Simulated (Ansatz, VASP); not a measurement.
## One calculation of Te2Mo, two programs

```
Te Mo
1.0
     3.55338    0.00000    0.00000
    -1.77669    3.07732    0.00000
     0.00000    0.00000   13.97360
Te Mo
4 2
Direct
  0.66667 0.33333 0.37900
  0.33333 0.66667 0.87900
  0.66667 0.33333 0.12100
  0.33333 0.66667 0.62100
  0.66667 0.33333 0.75000
  0.33333 0.66667 0.25000
```

Alike in both runs: task single point; functional PBE; k mesh 7 × 7 × 2; occupations fermi-dirac, width 0.05 eV; no spin polarisation.

|  | VASP | Ansatz |
| --- | --- | --- |
| version | VASP 6.6.1 | Ansatz 0.2.0 |
| potentials or method | VASP PAW PBE potentials, release 64 (Te, Mo_sv) | Ansatz PAW |
| plane-wave cutoff (eV) | 520 | 420 |
| valence electrons in the cell | 52 | 92 |

Ansatz gave:

| Property | Result |
| --- | --- |
| gap on the k mesh at the Fermi level (eV) | 0.80 |
| least direct gap on the mesh (eV) | 1.21 |
| pressure (GPa) | 1.1 |
| traceless stress, the component that is largest in VASP (GPa) | 0.80 |
| rms of the force components (eV/Å) | 0.001 |

Q: Which values does VASP return?

A: gap on the k mesh at the Fermi level (eV): 0.80; least direct gap on the mesh (eV): 1.21; pressure (GPa): 1.0; traceless stress, the component that is largest in VASP (GPa): 0.85; rms of the force components (eV/Å): 0.006.

Atom by atom the forces differ by 0.007 eV/Å (rms over components). With one functional, cell and mesh, what is left measures potentials, basis and numerics. VASP's potentials hold 52 valence electrons a cell and Ansatz's 92, so a difference there can come from the potentials and not from the codes.

Spin-orbit coupling is off throughout. Noted on Ansatz's run: odd divisions of the mesh miss points on the zone boundary, where band edges often lie, so the gap on the mesh can be too wide.
